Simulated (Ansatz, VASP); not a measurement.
## WC: VASP beside Ansatz

Contents of INCAR:

```
SYSTEM = WC
  PREC = Accurate
  ENCUT = 520
  EDIFF = 1E-6
  ISMEAR = 0
  SIGMA = 0.15
  LREAL = .False.
  LASPH = .True.
  NELM = 60
  ALGO = Normal
  ISIF = 2
  LWAVE = .False.
  LCHARG = .False.
  GGA = PS
  NBANDS = 16
```

Contents of KPOINTS:

```
regular mesh
0
Gamma
  18 18 18
  0 0 0
```

Contents of POSCAR:

```
WC
1.0
    0.0000000000      2.1926840000      2.1378669000
    2.1926840000      0.0000000000      2.1378669000
    2.1926840000      2.1926840000      0.0000000000
W C
1 1
Direct
    0.0000000000      0.0000000000      0.0000000000
    0.5000000000      0.5000000000      0.5000000000
```

Input for Ansatz:

```yaml
crystal:
  lattice:
    - [0.0, 2.192684, 2.1378669]
    - [2.192684, 0.0, 2.1378669]
    - [2.192684, 2.192684, 0.0]
  atoms:
    - { symbol: W, position: [0.0, 0.0, 0.0] }
    - { symbol: C, position: [0.5, 0.5, 0.5] }
basis:
  ecutwfc: 420
kpoints:
  mp_grid: { grid: [18, 18, 18] }
hamiltonian:
  xc: pbesol
scf:
  occupations: { method: gaussian, width: 0.15 }
output:
  forces: true
  stress: true
  eigenvalues: true
```

Change from the starting cell: strain +0.000 along x and y, -0.025 along z, atoms carried along.

Alike in both runs: task single point; functional PBEsol; k mesh 18 × 18 × 18; occupations gaussian, width 0.15 eV; no spin polarisation.

```csv
,VASP,Ansatz
version,VASP 6.6.1,Ansatz 0.2.0
potentials or method,"VASP PAW PBE potentials, release 64 (W_sv, C), cutoff 520 eV","scalar-relativistic, plane waves, PAW"
valence electrons in the cell,18,18
```

|  | VASP | Ansatz | Ansatz less VASP |
| --- | --- | --- | --- |
| gap on the k mesh at the Fermi level (eV) | none | none | - |
| pressure (GPa) | 0.8 | -0.3 | -1.11 |
| traceless stress, the component that is largest in VASP (GPa) | 11.38 | 11.31 | -0.070 |

VASP's potentials were made for PBE, not for PBEsol. A gap of «none» marks a metal or a gap that the smearing closes.

Neither program's run includes spin-orbit coupling.
